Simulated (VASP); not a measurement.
# W9C8F6 in VASP: notebook

W9C8F6 is run at these levels: LDA; tasks: single point.

Program: VASP 6.6.1. These are calculated values, not measurements. Logs are shortened: lines on timing, memory, paths and dates and some standing lists are left out, and cuts for length are marked.

## (1) The cell of the first run

The cell holds a slab with vacuum, 23 atoms: a = 5.801 Å, b = 5.801 Å, c = 17.247 Å, α = 90.00°, β = 90.00°, γ = 120.00°.

## (2) Single point, LDA

INCAR

```
SYSTEM = W9C8F6
  PREC = Accurate
  ENCUT = 520
  EDIFF = 1E-7
  ISMEAR = -1
  SIGMA = 0.15
  LREAL = Auto
  LASPH = .True.
  NELM = 80
  ALGO = Normal
  ISIF = 2
  LWAVE = .False.
  LCHARG = .True.
  LELF = .True.
  LVHAR = .True.
  NBANDS = 117
```

KPOINTS

```
Automatic mesh
0
Gamma
  3 3 1
  0 0 0
```

POSCAR

```
W9C8F6
1.0
    5.8006000000      0.0000000000      0.0000000000
   -2.9003000000      5.0234670000      0.0000000000
    0.0000000000      0.0000000000     17.2466500000
W C F
9 8 6
Direct
    0.0000000000      0.0000000000      0.0579822748
    0.0461509762      0.0284464892      0.2105452363
   -0.0000119541      0.4999933313      0.0579822748
    0.0096454335      0.4871734999      0.2207965025
    0.5000000000      0.0000000000      0.0579822748
    0.4786304952      0.0115657175      0.2282820142
    0.5000052854      0.4999933313      0.0579822748
    0.5023814059      0.5296740279      0.2271165705
    0.0571585620      0.8585504792      0.5076870001
    0.3702136179      0.1557291010      0.1331273030
    0.3636848783      0.1658416389      0.2903230482
    0.3260755845      0.6557025258      0.1339158619
    0.3240177437      0.6583102865      0.2896678485
    0.8370966995      0.1620394839      0.1220352938
    0.8706876247      0.1626764941      0.2753114373
    0.8588492839      0.6751512451      0.1316487550
    0.8516821323      0.6981234275      0.2685680987
    0.1881426967      0.8182396739      0.4180695961
    0.1176906556      1.1916272168      0.4861639797
   -0.2921139760      0.7878025276      0.4752981014
   -0.1546661226      0.5042732440      0.5134794293
    0.4098442089      1.0305631549      0.5538061015
   -0.0151327084      0.9203603806      0.6022618885
```

Potentials or basis: VASP PAW LDA potentials, release 64 (W_sv, C, F).

The run is started by

```console
$ cat potpaw_LDA.64/W_sv/POTCAR potpaw_LDA.64/C/POTCAR potpaw_LDA.64/F/POTCAR > POTCAR
$ mpirun -np 1 vasp_std > vasp.out
```

OUTCAR:

```text
SYSTEM = W9C8F6
   PREC = Accurate
   ENCUT = 520
   EDIFF = 1E-7
   ISMEAR = -1
   LREAL = Auto
   LASPH = .True.
   NELM = 80
   ISIF = 2

 ion  position               nearest neighbor table
   1  0.000  0.000  0.058-  14 1.97  16 2.07  10 2.27   2 2.64   3 2.90   7 2.90   5 2.90   5 2.90
                             7 2.90   3 2.90
   2  0.046  0.028  0.211-  15 1.92  17 1.95  11 2.11  10 2.12  16 2.24  14 2.31   6 2.58   1 2.64
                             4 2.78   8 2.80   4 3.04   8 3.05   6 3.26
   3  1.000  0.500  0.058-  14 2.03  16 2.04  12 2.10   4 2.81   7 2.90   5 2.90   1 2.90   1 2.90
                             5 2.90   7 2.90
   4  0.010  0.487  0.221-  15 1.89  13 1.98  17 2.03  12 2.19  16 2.30  14 2.36   8 2.75   2 2.78
                             3 2.81   6 2.90   6 2.94   2 3.04   8 3.08
   5  0.500  0.000  0.058-  10 1.93  14 2.02  12 2.17   7 2.90   3 2.90   1 2.90   1 2.90   7 2.90
                             3 2.90   6 2.94
   6  0.479  0.012  0.228-  11 1.73  13 2.07  10 2.08  15 2.15  12 2.42  14 2.57   2 2.58   8 2.87
                             4 2.90   4 2.94   8 2.94   5 2.94   2 3.26
   7  0.500  0.500  0.058-  12 2.11  10 2.18  16 2.21   3 2.90   5 2.90   1 2.90   1 2.90   5 2.90
                             3 2.90   8 2.92
   8  0.502  0.530  0.227-  13 1.89  17 1.90  11 2.14  12 2.22  16 2.44  10 2.50   4 2.75   2 2.80
                             6 2.87   7 2.92   6 2.94   2 3.05   4 3.08
   9  0.057  0.859  0.508-  23 1.76  18 1.79  21 1.79  19 1.82  20 1.94  22 1.94
  10  0.370  0.156  0.133-   5 1.93   6 2.08   2 2.12   7 2.18   1 2.27   8 2.50
  11  0.364  0.166  0.290-   6 1.73   2 2.11   8 2.14
  12  0.326  0.656  0.134-   3 2.10   7 2.11   5 2.17   4 2.19   8 2.22   6 2.42
  13  0.324  0.658  0.290-   8 1.89   4 1.98   6 2.07
  14  0.837  0.162  0.122-   1 1.97   5 2.02   3 2.03   2 2.31   4 2.36   6 2.57
  15  0.871  0.163  0.275-   4 1.89   2 1.92   6 2.15
  16  0.859  0.675  0.132-   3 2.04   1 2.07   7 2.21   2 2.24   4 2.30   8 2.44
  17  0.852  0.698  0.269-   8 1.90   2 1.95   4 2.03
  18  0.188  0.818  0.418-   9 1.79
  19  0.118  0.192  0.486-   9 1.82
  20  0.708  0.788  0.475-   9 1.94
  21  0.845  0.504  0.513-   9 1.79
  22  0.410  0.031  0.554-   9 1.94
  23  0.985  0.920  0.602-   9 1.76

  LATTYP: Found a hexagonal cell.
 ALAT       =     5.8006000000
 C/A-ratio  =     2.9732527670

  Lattice vectors:

 A1 = (   5.8006000000,   0.0000000000,   0.0000000000)
 A2 = (  -2.9003000000,   5.0234670000,   0.0000000000)
 A3 = (   0.0000000000,   0.0000000000,  17.2466500000)

Analysis of symmetry for initial positions (statically):
=====================================================================
 Subroutine PRICEL returns:
 Original cell was already a primitive cell.

 Routine SETGRP: Setting up the symmetry group for a
 hexagonal supercell.

 Subroutine GETGRP returns: Found  1 space group operations
 (whereof  1 operations were pure point group operations)
 out of a pool of 24 trial point group operations.

The static configuration has the point symmetry C_1 .

Analysis of symmetry for dynamics (positions and initial velocities):
=====================================================================
 Subroutine PRICEL returns:
 Original cell was already a primitive cell.

 Routine SETGRP: Setting up the symmetry group for a
 hexagonal supercell.

 Subroutine GETGRP returns: Found  1 space group operations
 (whereof  1 operations were pure point group operations)
 out of a pool of 24 trial point group operations.

The dynamic configuration has the point symmetry C_1 .

 Subroutine INISYM returns: Found  1 space group operations
 (whereof  1 operations are pure point group operations),
 and found     1 'primitive' translations

----------------------------------------------------------------------------------------

                                     Primitive cell

  volume of cell :     502.5523

  direct lattice vectors                    reciprocal lattice vectors
     5.800600000  0.000000000  0.000000000     0.172395959  0.099532853  0.000000000
    -2.900300000  5.023467000  0.000000000     0.000000000  0.199065705  0.000000000
     0.000000000  0.000000000 17.246650000     0.000000000  0.000000000  0.057982275

  length of vectors
     5.800600000  5.800600037 17.246650000     0.199065706  0.199065705  0.057982275

  position of ions in fractional coordinates (direct lattice)
     0.000000000  0.000000000  0.057982275
     0.046150976  0.028446489  0.210545236
     0.999988046  0.499993331  0.057982275
     0.009645433  0.487173500  0.220796503
     0.500000000  0.000000000  0.057982275
     0.478630495  0.011565717  0.228282014
[... 15 lines left out ...]
     0.409844209  0.030563155  0.553806102
     0.984867292  0.920360381  0.602261889

  ion indices of the primitive-cell ions
   primitive index   ion index
                 1           1
                 2           2
                 3           3
                 4           4
                 5           5
                 6           6
[... 15 lines left out ...]
                22          22
                23          23

----------------------------------------------------------------------------------------

 KPOINTS: Automatic mesh

Automatic generation of k-mesh.
 Grid dimensions read from file:
 generate k-points for:    3    3    1

 Generating k-lattice:

  Cartesian coordinates                     Fractional coordinates (reciprocal lattice)
     0.057465320  0.033177618  0.000000000     0.333333333 -0.000000000  0.000000000
     0.000000000  0.066355235  0.000000000     0.000000000  0.333333333  0.000000000
     0.000000000  0.000000000  0.057982275     0.000000000  0.000000000  1.000000000

  Length of vectors
     0.066355235  0.066355235  0.057982275

  Shift w.r.t. Gamma in fractional coordinates (k-lattice)
     0.000000000  0.000000000  0.000000000

 Subroutine IBZKPT returns following result:
 ===========================================

 Found      5 irreducible k-points:

 Following reciprocal coordinates:
            Coordinates               Weight
  0.000000  0.000000  0.000000      1.000000
  0.333333  0.000000  0.000000      2.000000
  0.000000  0.333333  0.000000      2.000000
 -0.333333  0.333333  0.000000      2.000000
  0.333333  0.333333  0.000000      2.000000
   k-points           NKPTS =      5   k-points in BZ     NKDIM =      5   number of bands    NBANDS=    117
   number of dos      NEDOS =    301   number of ions     NIONS =     23
   total plane-waves  NPLWV = 294912
   dimension x,y,z NGX =    48 NGY =   48 NGZ =  128
   dimension x,y,z NGXF=    96 NGYF=   96 NGZF=  256
   ions per type =               9   8   6
   NGX,Y,Z   is equivalent  to a cutoff of  13.76, 13.76, 12.34 a.u.
   NGXF,Y,Z  is equivalent  to a cutoff of  27.51, 27.51, 24.68 a.u.
 SYSTEM =  W9C8F6
   PREC   = accura    normal or accurate (medium, high low for compatibility)
   ISTART =      0    job   : 0-new  1-cont  2-samecut
   ICHARG =      2    charge: 1-file 2-atom 10-const
   ISPIN  =      1    spin polarized calculation?
   LNONCOLLINEAR =      F non collinear calculations
   LSORBIT =      F    spin-orbit coupling
   LASPH  =      T    aspherical Exc in radial PAW
   ENCUT  =  520.0 eV  38.22 Ry    6.18 a.u.  10.79 10.79 32.07*2*pi/ulx,y,z
   NELM   =     80;   NELMIN=  2; NELMDL= -5     # of ELM steps
   EDIFF  = 0.1E-06   stopping-criterion for ELM
   LREAL  =      T    real-space projection
   EDIFFG = 0.1E-05   stopping-criterion for IOM
   NSW    =      0    number of steps for IOM
   IBRION =     -1    ionic relax: 0-MD 1-quasi-New 2-CG
   NFREE  =      0    steps in history (QN), initial steepest desc. (CG)
   ISIF   =      2    stress and relaxation
   ISYM   =      2    0-nonsym 1-usesym 2-fastsym
   POTIM  = 0.5000    time-step for ionic-motion
   TEBEG  =    0.0;   TEEND  =   0.0 temperature during run
   PSTRESS=    0.0 pullay stress
   NELECT =     200.0000    total number of electrons
   NUPDOWN=      -1.0000    fix difference up-down
   EMIN   =  10.00;   EMAX   =-10.00  energy-range for DOS
   EFERMI =   0.00;   METHOD = LEGACY
   ISMEAR =    -1;   SIGMA  =   0.15  broadening in eV -4-tet -1-fermi 0-gaus
   EFERMI_NEDOS =   21; number of points for ismear=-14 and -15
   IALGO  =     38    algorithm
   IMIX   =      4    mixing-type and parameters
     AMIX     =   0.40;   BMIX     =  1.00
     AMIX_MAG =   1.60;   BMIX_MAG =  1.00
  volume/ion in A,a.u.               =      21.85       147.45
  Fermi-wavevector in a.u.,A,eV,Ry     =   1.204179  2.275569 19.729092  1.450047
  Thomas-Fermi vector in A             =   2.339912
   LORBIT       =      0    0 simple, 1 ext, 2 COOP (PROOUT), +10 PAW based schemes
   GGA     = CA    functional components
   LHFCALC =     F    Hartree Fock is set to
   AEXX    =    0.0000 exact exchange contribution
   IVDW    =     0    specifies the selected vdW correction
   LEPSILON=     F    determine dielectric tensor
   LRPA    =     F    only Hartree local field effects (RPA)
 non-spin polarized calculation
  energy-cutoff  :      520.00
  volume of cell :      502.55
 maximum number of plane-waves:     13581
 NGX is ok and might be reduce to    48
   NGX = 21   NGY = 21   NGZ = 65

 number of electron     200.0000008 magnetization

 Free energy of the ion-electron system (eV)
  ---------------------------------------------------
  ext. energy  EPLUGINS =         0.00000000
  ---------------------------------------------------
  free energy    TOTEN  =      -219.64001701 eV

  energy without entropy =     -219.18647070  energy(sigma->0) =     -219.41324385

 E-fermi :   1.1956     XC(G=0):  -7.7268

 val. band max:        1.1496023342   @ k =   0.3333   0.3333   0.0000
 cond. band min:       1.2344504749   @ k =   0.0000   0.0000   0.0000
 fundamental gap:      0.0848481407
 Fermi energy:         1.1956283343

 k-point     1 :       0.0000    0.0000    0.0000
  band No.  band energies     occupation
      1     -76.2109      2.00000
      2     -72.4791      2.00000
      3     -72.3899      2.00000
      4     -72.3597      2.00000
      5     -72.3079      2.00000
      6     -72.2935      2.00000
[... 104 lines left out ...]
    111       3.4801      0.00000
    112       3.5250      0.00000

 k-point     2 :       0.3333    0.0000    0.0000
  band No.  band energies     occupation
      1     -76.2109      2.00000
      2     -72.4757      2.00000
      3     -72.3855      2.00000
      4     -72.3600      2.00000
      5     -72.3096      2.00000
      6     -72.2893      2.00000
[... 104 lines left out ...]
    111       3.1488      0.00000
    112       3.3085      0.00000

 k-point     3 :       0.0000    0.3333    0.0000
  band No.  band energies     occupation
      1     -76.2109      2.00000
      2     -72.4757      2.00000
      3     -72.3855      2.00000
      4     -72.3583      2.00000
      5     -72.3125      2.00000
      6     -72.2873      2.00000
[... 104 lines left out ...]
    111       3.1477      0.00000
    112       3.2606      0.00000

 k-point     4 :      -0.3333    0.3333    0.0000
  band No.  band energies     occupation
      1     -76.2109      2.00000
      2     -72.4758      2.00000
      3     -72.3855      2.00000
      4     -72.3550      2.00000
      5     -72.3166      2.00000
      6     -72.2900      2.00000
[... 104 lines left out ...]
    111       3.0442      0.00001
    112       3.2839      0.00000

 k-point     5 :       0.3333    0.3333    0.0000
  band No.  band energies     occupation
      1     -76.2109      2.00000
      2     -72.4741      2.00000
      3     -72.3833      2.00000
      4     -72.3563      2.00000
      5     -72.3160      2.00000
      6     -72.2818      2.00000
[... 104 lines left out ...]
    111       3.0373      0.00001
    112       3.3092      0.00000
 [bands above 112 left out]

------------------------ aborting loop because EDIFF is reached ----------------------------------------

  FORCE on cell =-STRESS in cart. coord.  units (eV):
  Direction    XX          YY          ZZ          XY          YZ          ZX
  --------------------------------------------------------------------------------------
  -------------------------------------------------------------------------------------
  Total       17.8868134     13.7298565     22.7576320    -10.0391958      1.3874016    -15.0007446
  in kB       57.0246118     43.7718959     72.5531763    -32.0057705      4.4231487    -47.8235904
  external PRESSURE =      57.7832280 kB  Pullay stress =       0.0000000 kB

 VOLUME and BASIS-vectors are now :
 -----------------------------------------------------------------------------
  energy-cutoff  :      520.00
  volume of cell :      502.55
      direct lattice vectors                 reciprocal lattice vectors
     5.800600000  0.000000000  0.000000000     0.172395959  0.099532853  0.000000000
    -2.900300000  5.023467000  0.000000000     0.000000000  0.199065705  0.000000000
     0.000000000  0.000000000 17.246650000     0.000000000  0.000000000  0.057982275

 POSITION                                       TOTAL-FORCE (eV/Angst)
 -----------------------------------------------------------------------------------
      0.00000      0.00000      1.00000         1.489166     -0.414207     -2.136142
      0.18520      0.14290      3.63120        -2.030250     -1.902619      1.404178
      4.35040      2.51170      1.00000         0.465774      0.375969     -1.152519
     -1.35700      2.44730      3.80800        -2.024502      2.956338     -1.650888
      2.90030      0.00000      1.00000         1.033145     -1.252669     -1.243537
      2.74280      0.05810      3.93710         8.750269     -2.834394     -3.044430
[... 15 lines left out ...]
      2.28870      0.15353      9.55130        -1.094694     -1.523564     -1.203382
      3.04350      4.62340     10.38700        -1.139733     -0.217250      3.498264
 -----------------------------------------------------------------------------------
    total drift:                                0.008724     -0.001421     -0.000365

  FREE ENERGIE OF THE ION-ELECTRON SYSTEM (eV)
  ---------------------------------------------------
  free  energy   TOTEN  =      -219.6400170070 eV

  energy  without entropy=     -219.1864706981  energy(sigma->0) =     -219.41324385
```

It took 11 min on 1 thread of Intel Xeon Platinum 8488C (Sapphire Rapids), shared host; peak memory 0.55 GiB.

What came out:

* Free energy: -219.6400 eV
* Largest force: 9.689 eV/Å
* Band gap on the k mesh: zero (bands 100 and 101 overlap by 0.36 eV)

Forces in eV/Å, atoms in the order of the input:
```
W    1.489 -0.414 -2.136
W   -2.030 -1.903  1.404
W    0.466  0.376 -1.153
W   -2.025  2.956 -1.651
W    1.033 -1.253 -1.244
W    8.750 -2.834 -3.044
W    0.556  0.065  1.119
W    1.857 -2.955 -2.356
W   -1.197  2.025 -0.474
C   -3.261  1.904 -0.678
C   -4.717  3.736  3.000
C    0.572  0.333 -0.511
C   -0.723  0.923  1.173
C   -0.019  0.736  2.135
C   -2.029 -0.935  1.785
C   -1.228 -0.509  0.052
C    1.386 -0.236  1.987
F    1.143 -0.032 -1.589
F    0.029  0.883 -0.850
F    1.172  0.694 -0.023
F    1.010 -1.819  0.758
F   -1.095 -1.524 -1.203
F   -1.140 -0.217  3.498
```

Levels at points of the mesh, in eV from the Fermi level:
```
           k point  band 97  band 98  band 99  band 100  band 101  band 102  band 103  band 104
(0.00, 0.00, 0.00)    -0.08     0.04     0.29      0.31      0.39      0.67      0.91      1.09
```

Caveat: the k points lie up to 0.42 Å⁻¹ apart; the atoms stand as in a frame of molecular dynamics; there is no dipole correction, which matters where the two faces differ; spin-orbit coupling is left out, which moves the levels of the heavy elements.

[end of part 1 of 2]

The gap in the log of VASP goes by the Fermi energy; the results here count the filled bands.